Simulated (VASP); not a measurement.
Write the native input for VASP 6.6.1 that does the following.

```
Task                   : single point
Functional             : PBE
Dispersion             : D3(BJ)
Potentials or basis    : VASP PAW PBE potentials, release 64 (Si, N, F, H)
Cutoff                 : 520 eV
k mesh                 : 3 × 2 × 1
Occupations            : gaussian, width 0.05 eV
Spin                   : no spin polarisation
Dipole correction      : yes
Further INCAR settings : LREAL = Auto; ALGO = Normal; EDIFF = 1e-07; NBANDS = 104
```

The structure of Si3HN4F lies in POSCAR:

```
Si3HN4F
1.0
    5.8226178725      0.0000000000      0.0000000000
    0.0000000000      7.6192383080      0.0000000000
    0.0000000000      0.0000000000     24.5835573007
Si N F H
12 16 4 4
Direct
    0.3750000000      0.5290403536      0.3909604283
    0.8750000000      0.5290403536      0.3909604283
    0.1250000000      0.2098373768      0.4376855149
    0.6250000000      0.2098373768      0.4376855149
    0.1250000000      0.8192029767      0.4532749134
    0.6250000000      0.8192029767      0.4532749134
    0.3750000000      0.1763730324      0.5468093224
    0.8750000000      0.1763730324      0.5468093224
    0.3750000000      0.7845809231      0.5622611759
    0.8750000000      0.7845809231      0.5622611759
    0.1250000000      0.4649167402      0.6083637064
    0.6250000000      0.4649167402      0.6083637064
    0.1250000000      0.0000000000      0.4105302533
    0.6250000000      0.0000000000      0.4105302533
    0.1250000000      0.6350876233      0.4114399430
    0.6250000000      0.6350876233      0.4114399430
    0.3750000000      0.3200857035      0.4194612052
    0.8750000000      0.3200857035      0.4194612052
    0.3750000000      0.8150019198      0.4919787378
    0.8750000000      0.8150019198      0.4919787378
    0.1250000000      0.1854014067      0.5078691943
    0.6250000000      0.1854014067      0.5078691943
    0.1250000000      0.6733692326      0.5809499821
    0.6250000000      0.6733692326      0.5809499821
    0.3750000000      0.3575424165      0.5903729634
    0.8750000000      0.3575424165      0.5903729634
    0.3750000000     -0.0061730226      0.5875347823
    0.8750000000     -0.0061730226      0.5875347823
    0.3750000000      0.5107529673      0.3260747143
    0.8750000000      0.5107529673      0.3260747143
    0.1250000000      0.4861049851      0.6732927634
    0.6250000000      0.4861049851      0.6732927634
    0.1250000000      0.9813082240      0.3697157364
    0.6250000000      0.9813082240      0.3697157364
    0.3750000000      0.0132025489      0.6283958708
    0.8750000000      0.0132025489      0.6283958708
```

These files were run (other wordings do the same):

INCAR

```
SYSTEM = Si3HN4F
  PREC = Accurate
  ENCUT = 520
  EDIFF = 1E-7
  ISMEAR = 0
  SIGMA = 0.05
  LREAL = Auto
  LASPH = .TRUE.
  NELM = 60
  ALGO = Normal
  ISIF = 2
  LWAVE = .FALSE.
  LCHARG = .FALSE.
  LDIPOL = .TRUE.
  IDIPOL = 3
  DIPOL = 0.5 0.5 0.500
  GGA = PE
  IVDW = 12
  NBANDS = 104
```

KPOINTS

```
Automatic mesh
0
G
  3 2 1
  0 0 0
```

Potentials or basis: VASP PAW PBE potentials, release 64 (Si, N, F, H).

The run is started by

```console
$ cat potpaw_PBE.64/Si/POTCAR potpaw_PBE.64/N/POTCAR potpaw_PBE.64/F/POTCAR potpaw_PBE.64/H/POTCAR > POTCAR
$ mpirun -np 1 vasp_std > vasp.out
```

Results of the run:

The largest force is 1.122 eV/Å, the band gap on the k mesh is 3.82 eV and the dispersion energy per atom is -0.152 eV.

Wall time 28 min on 1 thread of AMD EPYC 7R43 64-Core Processor (Zen 3), with other jobs on the host, peak memory 1.2 GiB.
